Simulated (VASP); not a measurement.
Ca:

```xyz
1
Lattice="2.6150 0.0000 0.0000 0.0000 2.6150 0.0000 0.0000 0.0000 2.6150" Properties=species:S:1:pos:R:3 pbc="T T T"
Ca    0.0000    0.0000    0.0000
```

- Program: VASP 6.6.1
- Task: relaxation of cell and atoms
- Functional: revPBE
- Dispersion: D3(BJ)
- Potentials or basis: VASP PAW PBE potentials, release 64 (Ca_sv)
- Cutoff: 600 eV
- k mesh: 11 × 11 × 11
- Occupations: methfessel-paxton, width 0.05 eV
- Spin: no spin polarisation

At the start: pressure 37.1 GPa; volume 17.88 Å³/atom.

Task: Where does the relaxation end?

Result: Over 5 steps the energy falls by 1358.8 meV/atom and the volume is 39.72 Å³/atom (+122.1 %); space group Pm-3m (No. 221, to 0.05 Å).

Step by step:
```tsv
step	energy change (eV)	largest force (eV/Å)	pressure (GPa)	volume (Å³)
1	0.0000	0.0000	37.07	17.88
2	-1.2555	0.0000	4.48	30.87
3	-1.3367	0.0000	1.69	35.11
4	-1.3387	0.0000	-1.32	44.72
5	-1.3588	0.0000	0.02	39.72
```

Final structure:
```cif
data_structure
_symmetry_space_group_name_H-M 'P 1'
_symmetry_Int_Tables_number 1
_cell_length_a 3.4121
_cell_length_b 3.4121
_cell_length_c 3.4121
_cell_angle_alpha 90.000
_cell_angle_beta 90.000
_cell_angle_gamma 90.000
_cell_volume 39.72
loop_
_atom_site_label
_atom_site_type_symbol
_atom_site_fract_x
_atom_site_fract_y
_atom_site_fract_z
_atom_site_occupancy
Ca1 Ca 0.00000 0.00000 0.00000 1
```

Caveat: the volume moved by over 15 % at a fixed basis, so the end points are rough; the PAW data sets were made with another functional, which shifts forces and pressure a little; the volume moved by +122 % from the deposited cell, more than functionals usually miss; pairwise dispersion overbinds metals, which lowers pressure and volume.
